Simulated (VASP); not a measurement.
# GaP (Fm-3m) in VASP: further runs

The runs below take GaP through single point, with PBE.

Everything below comes from runs of VASP 6.6.1. Logs are shortened: lines on timing, memory, paths and dates and some standing lists are left out, and cuts for length are marked.

## (1) The cell of the first run

The structure is cubic, space group Fm-3m (No. 225). The conventional cell has a = 5.155 Å, b = 5.155 Å, c = 5.155 Å, α = 90.00°, β = 90.00°, γ = 90.00°. Ga (site symmetry m-3m) has 6 P at 2.58 Å within 3.4 Å. P (site symmetry m-3m) has 6 Ga at 2.58 Å within 3.4 Å.

## (2) Single point, PBE

INCAR reads:

```
SYSTEM = GaP
  PREC = Accurate
  ENCUT = 500
  EDIFF = 1E-6
  ISMEAR = 0
  SIGMA = 0.2
  LREAL = .FALSE.
  LASPH = .TRUE.
  NELM = 120
  ALGO = Normal
  ISIF = 2
  LWAVE = .FALSE.
  LCHARG = .FALSE.
  GGA = PE
  NBANDS = 16
  GGA_COMPAT = .FALSE.
```

KPOINTS reads:

```
regular mesh
0
G
  6 6 6
  0 0 0
```

POSCAR reads:

```
GaP
1.0
    0.0000000000      2.5773603394      2.5773603394
    2.5773603394      0.0000000000      2.5773603394
    2.5773603394      2.5773603394      0.0000000000
Ga P
1 1
Direct
    0.0000000000      0.0000000000      0.0000000000
    0.5000000000      0.5000000000      0.5000000000
```

Potentials or basis: VASP PAW PBE potentials, release 64 (Ga_d, P).

Command:

```
$ cat potpaw_PBE.64/Ga_d/POTCAR potpaw_PBE.64/P/POTCAR > POTCAR
$ mpirun -np 1 vasp_std > vasp.out
```

OUTCAR:

```text
SYSTEM = GaP
   PREC = Accurate
   ENCUT = 500
   EDIFF = 1E-6
   ISMEAR = 0
   LREAL = .FALSE.
   LASPH = .TRUE.
   NELM = 120
   ISIF = 2
   GGA = PE

 ion  position               nearest neighbor table
   1  0.000  0.000  0.000-   2 2.58   2 2.58   2 2.58   2 2.58   2 2.58   2 2.58
   2  0.500  0.500  0.500-   1 2.58   1 2.58   1 2.58   1 2.58   1 2.58   1 2.58

  LATTYP: Found a face centered cubic cell.
 ALAT       =     5.1547206788

  Lattice vectors:

 A1 = (   0.0000000000,   2.5773603394,   2.5773603394)
 A2 = (   2.5773603394,   0.0000000000,   2.5773603394)
 A3 = (   2.5773603394,   2.5773603394,   0.0000000000)

Analysis of symmetry for initial positions (statically):
=====================================================================
 Subroutine PRICEL returns:
 Original cell was already a primitive cell.

 Routine SETGRP: Setting up the symmetry group for a
 face centered cubic supercell.

 Subroutine GETGRP returns: Found 48 space group operations
 (whereof 48 operations were pure point group operations)
 out of a pool of 48 trial point group operations.

The static configuration has the point symmetry O_h .

Analysis of symmetry for dynamics (positions and initial velocities):
=====================================================================
 Subroutine PRICEL returns:
 Original cell was already a primitive cell.

 Routine SETGRP: Setting up the symmetry group for a
 face centered cubic supercell.

 Subroutine GETGRP returns: Found 48 space group operations
 (whereof 48 operations were pure point group operations)
 out of a pool of 48 trial point group operations.

The dynamic configuration has the point symmetry O_h .

 Subroutine INISYM returns: Found 48 space group operations
 (whereof 48 operations are pure point group operations),
 and found     1 'primitive' translations

----------------------------------------------------------------------------------------

                                     Primitive cell

  volume of cell :      34.2417

  direct lattice vectors                    reciprocal lattice vectors
     0.000000000  2.577360339  2.577360339    -0.193996933  0.193996933  0.193996933
     2.577360339  0.000000000  2.577360339     0.193996933 -0.193996933  0.193996933
     2.577360339  2.577360339  0.000000000     0.193996933  0.193996933 -0.193996933

  length of vectors
     3.644937947  3.644937947  3.644937947     0.336012544  0.336012544  0.336012544

  position of ions in fractional coordinates (direct lattice)
     0.000000000  0.000000000  0.000000000
     0.500000000  0.500000000  0.500000000

  ion indices of the primitive-cell ions
   primitive index   ion index
                 1           1
                 2           2

----------------------------------------------------------------------------------------

 KPOINTS: regular mesh

Automatic generation of k-mesh.
 Grid dimensions read from file:
 generate k-points for:    6    6    6

 Generating k-lattice:

  Cartesian coordinates                     Fractional coordinates (reciprocal lattice)
    -0.032332822  0.032332822  0.032332822     0.166666667  0.000000000  0.000000000
     0.032332822 -0.032332822  0.032332822     0.000000000  0.166666667  0.000000000
     0.032332822  0.032332822 -0.032332822     0.000000000  0.000000000  0.166666667

  Length of vectors
     0.056002091  0.056002091  0.056002091

  Shift w.r.t. Gamma in fractional coordinates (k-lattice)
     0.000000000  0.000000000  0.000000000

 Subroutine IBZKPT returns following result:
 ===========================================

 Found     16 irreducible k-points:

 Following reciprocal coordinates:
            Coordinates               Weight
  0.000000  0.000000  0.000000      1.000000
  0.166667  0.000000  0.000000      8.000000
  0.333333  0.000000  0.000000      8.000000
  0.500000  0.000000  0.000000      4.000000
  0.166667  0.166667  0.000000      6.000000
  0.333333  0.166667  0.000000     24.000000
[... 8 lines left out ...]
 -0.333333  0.333333  0.166667     24.000000
 -0.333333  0.500000  0.166667     12.000000
   k-points           NKPTS =     16   k-points in BZ     NKDIM =     16   number of bands    NBANDS=     16
   number of dos      NEDOS =    301   number of ions     NIONS =      2
   total plane-waves  NPLWV =  21952
   dimension x,y,z NGX =    28 NGY =   28 NGZ =   28
   dimension x,y,z NGXF=    56 NGYF=   56 NGZF=   56
   ions per type =               1   1
   NGX,Y,Z   is equivalent  to a cutoff of  12.77, 12.77, 12.77 a.u.
   NGXF,Y,Z  is equivalent  to a cutoff of  25.54, 25.54, 25.54 a.u.
 SYSTEM =  GaP
   PREC   = accura    normal or accurate (medium, high low for compatibility)
   ISTART =      0    job   : 0-new  1-cont  2-samecut
   ICHARG =      2    charge: 1-file 2-atom 10-const
   ISPIN  =      1    spin polarized calculation?
   LNONCOLLINEAR =      F non collinear calculations
   LSORBIT =      F    spin-orbit coupling
   LASPH  =      T    aspherical Exc in radial PAW
   ENCUT  =  500.0 eV  36.75 Ry    6.06 a.u.   6.65  6.65  6.65*2*pi/ulx,y,z
   NELM   =    120;   NELMIN=  2; NELMDL= -5     # of ELM steps
   EDIFF  = 0.1E-05   stopping-criterion for ELM
   LREAL  =      F    real-space projection
   EDIFFG = 0.1E-04   stopping-criterion for IOM
   NSW    =      0    number of steps for IOM
   IBRION =     -1    ionic relax: 0-MD 1-quasi-New 2-CG
   NFREE  =      0    steps in history (QN), initial steepest desc. (CG)
   ISIF   =      2    stress and relaxation
   ISYM   =      2    0-nonsym 1-usesym 2-fastsym
   POTIM  = 0.5000    time-step for ionic-motion
   TEBEG  =    0.0;   TEEND  =   0.0 temperature during run
   PSTRESS=    0.0 pullay stress
   NELECT =      18.0000    total number of electrons
   NUPDOWN=      -1.0000    fix difference up-down
   EMIN   =  10.00;   EMAX   =-10.00  energy-range for DOS
   EFERMI =   0.00;   METHOD = LEGACY
   ISMEAR =     0;   SIGMA  =   0.20  broadening in eV -4-tet -1-fermi 0-gaus
   EFERMI_NEDOS =   21; number of points for ismear=-14 and -15
   IALGO  =     38    algorithm
   IMIX   =      4    mixing-type and parameters
     AMIX     =   0.40;   BMIX     =  1.00
     AMIX_MAG =   1.60;   BMIX_MAG =  1.00
  volume/ion in A,a.u.               =      17.12       115.54
  Fermi-wavevector in a.u.,A,eV,Ry     =   1.321236  2.496775 23.751222  1.745666
  Thomas-Fermi vector in A             =   2.451005
   LORBIT       =      0    0 simple, 1 ext, 2 COOP (PROOUT), +10 PAW based schemes
   GGA     = PE    functional components
   LHFCALC =     F    Hartree Fock is set to
   AEXX    =    0.0000 exact exchange contribution
   IVDW    =     0    specifies the selected vdW correction
   LEPSILON=     F    determine dielectric tensor
   LRPA    =     F    only Hartree local field effects (RPA)
 non-spin polarized calculation
 Gauss-broadening in eV      SIGMA  =   0.20
  energy-cutoff  :      500.00
  volume of cell :       34.24
 maximum number of plane-waves:       893
 NGX is ok and might be reduce to    28
   NGX = 13   NGY = 13   NGZ = 13

 number of electron      18.0000007 magnetization

 Free energy of the ion-electron system (eV)
  ---------------------------------------------------
  ext. energy  EPLUGINS =         0.00000000
  ---------------------------------------------------
  free energy    TOTEN  =        -8.34826664 eV

  energy without entropy =       -8.32276114  energy(sigma->0) =       -8.33551389

 E-fermi :   6.5136     XC(G=0): -10.9761

 val. band max:        6.4932185755   @ k =   0.3333   0.0000   0.0000
 cond. band min:       6.6218023222   @ k =   0.5000   0.0000   0.0000
 fundamental gap:      0.1285837468
 Fermi energy:         6.5135906455

 k-point     1 :       0.0000    0.0000    0.0000
  band No.  band energies     occupation
      1      -8.2427      2.00000
      2      -8.2427      2.00000
      3      -8.2189      2.00000
      4      -8.2189      2.00000
      5      -8.2189      2.00000
      6      -6.7618      2.00000
[... 8 lines left out ...]
     15      15.0923      0.00000
     16      15.0923      0.00000

 k-point     2 :       0.1667    0.0000    0.0000
  band No.  band energies     occupation
      1      -8.2507      2.00000
      2      -8.2507      2.00000
      3      -8.2207      2.00000
      4      -8.2084      2.00000
      5      -8.2084      2.00000
      6      -6.3463      2.00000
[... 8 lines left out ...]
     15      14.5524      0.00000
     16      14.9865      0.00000

 k-point     3 :       0.3333    0.0000    0.0000
  band No.  band energies     occupation
      1      -8.2701      2.00000
      2      -8.2701      2.00000
      3      -8.2273      2.00000
      4      -8.1840      2.00000
      5      -8.1840      2.00000
      6      -5.1605      2.00000
[... 8 lines left out ...]
     15      16.8053      0.00000
     16      16.8053      0.00000

 k-point     4 :       0.5000    0.0000    0.0000
  band No.  band energies     occupation
      1      -8.2801      2.00000
      2      -8.2801      2.00000
      3      -8.2314      2.00000
      4      -8.1714      2.00000
      5      -8.1714      2.00000
      6      -3.9877      2.00000
[... 8 lines left out ...]
     15      19.1275      0.00000
     16      19.2845      0.00000
[... 172 lines left out ...]
 k-point    14 :       0.5000    0.3333    0.1667
  band No.  band energies     occupation
      1      -8.3514      2.00000
      2      -8.2479      2.00000
      3      -8.2257      2.00000
      4      -8.1838      2.00000
      5      -8.1707      2.00000
      6      -4.1044      2.00000
[... 8 lines left out ...]
     15      19.5375      0.00000
     16      19.8206      0.00000

 k-point    15 :      -0.3333    0.3333    0.1667
  band No.  band energies     occupation
      1      -8.3637      2.00000
      2      -8.2546      2.00000
      3      -8.2091      2.00000
      4      -8.1996      2.00000
      5      -8.1609      2.00000
      6      -3.0943      2.00000
[... 8 lines left out ...]
     15      17.4426      0.00000
     16      20.9604      0.00000

 k-point    16 :      -0.3333    0.5000    0.1667
  band No.  band energies     occupation
      1      -8.4083      2.00000
      2      -8.2366      2.00000
      3      -8.2306      2.00000
      4      -8.1803      2.00000
      5      -8.1524      2.00000
      6      -2.7415      2.00000
[... 8 lines left out ...]
     15      19.8323      0.00000
     16      21.3874      0.00000

------------------------ aborting loop because EDIFF is reached ----------------------------------------

  FORCE on cell =-STRESS in cart. coord.  units (eV):
  Direction    XX          YY          ZZ          XY          YZ          ZX
  --------------------------------------------------------------------------------------
  -------------------------------------------------------------------------------------
  Total        0.0612626      0.0612626      0.0612626      0.0000000     -0.0000000      0.0000000
  in kB        2.8664928      2.8664928      2.8664928      0.0000000     -0.0000000      0.0000000
  external PRESSURE =       2.8664928 kB  Pullay stress =       0.0000000 kB

 VOLUME and BASIS-vectors are now :
 -----------------------------------------------------------------------------
  energy-cutoff  :      500.00
  volume of cell :       34.24
      direct lattice vectors                 reciprocal lattice vectors
     0.000000000  2.577360339  2.577360339    -0.193996933  0.193996933  0.193996933
     2.577360339  0.000000000  2.577360339     0.193996933 -0.193996933  0.193996933
     2.577360339  2.577360339  0.000000000     0.193996933  0.193996933 -0.193996933

 POSITION                                       TOTAL-FORCE (eV/Angst)
 -----------------------------------------------------------------------------------
      0.00000      0.00000      0.00000        -0.000000      0.000000     -0.000000
      2.57736      2.57736      2.57736         0.000000      0.000000      0.000000
 -----------------------------------------------------------------------------------
    total drift:                               -0.000000      0.000000      0.000000

  FREE ENERGIE OF THE ION-ELECTRON SYSTEM (eV)
  ---------------------------------------------------
  free  energy   TOTEN  =        -8.3482666431 eV

  energy  without entropy=       -8.3227611366  energy(sigma->0) =       -8.33551389
```

Run time: 18 s. Hardware: 1 thread of AMD EPYC 7R13, shared host; peak memory 0.12 GiB.

Results:

- Free energy: -8.3483 eV
- Pressure: 0.3 GPa
- Band gap on the k mesh: zero (band 9 reaches 6.99 eV, above the bottom of band 10 at 3.78 eV)

## (3) Single point, PBE

This run uses another cell than the first one, of 17.19 Å³/atom, 1.004 times its volume.

INCAR reads:

```
SYSTEM = GaP
ALGO = Normal
EDIFF = 1E-6
ENCUT = 500
GGA = PE
GGA_COMPAT = .False.
ISIF = 2
ISMEAR = 0
LASPH = .True.
LCHARG = .True.
LELF = .True.
LREAL = .False.
LVHAR = .True.
LWAVE = .False.
NBANDS = 16
NELM = 120
PREC = Accurate
SIGMA = 0.2
```

KPOINTS reads:

```
k-points
0
Gamma
  6 6 6
  0 0 0
```

POSCAR reads:

```
GaP
1.0
    0.0000000000      2.5807176810      2.5807176810
    2.5807176810      0.0000000000      2.5807176810
    2.5807176810      2.5807176810      0.0000000000
Ga P
1 1
Direct
    0.5000000000      0.5000000000      0.5000000000
    0.0000000000      0.0000000000      0.0000000000
```

Potentials or basis: VASP PAW PBE potentials, release 64 (Ga_d, P).

Command:

```
$ cat potpaw_PBE.64/Ga_d/POTCAR potpaw_PBE.64/P/POTCAR > POTCAR
$ mpirun -np 1 vasp_std > vasp.out
```

It took 23 s on 1 thread of AMD EPYC 7R13, shared host; peak memory 0.12 GiB.

It converged, with:

```
Free energy            : -8.3484 eV
Pressure               : -0.1 GPa
Band gap on the k mesh : zero (band 9 reaches 6.95 eV, above the bottom of band 10 at 3.75 eV)
```

Levels at points of the mesh, in eV from the Fermi level:
```
           k point  band 7  band 8  band 9  band 10  band 11  band 12
(0.00, 0.00, 0.00)   -0.07   -0.07   -0.07     1.35     7.02     7.02
(0.50, 0.00, 0.00)   -7.86    0.11    0.11     2.96     2.96     3.07
(0.50, 0.50, 0.00)   -5.88   -3.22   -2.72    -2.72     3.34    10.81
```
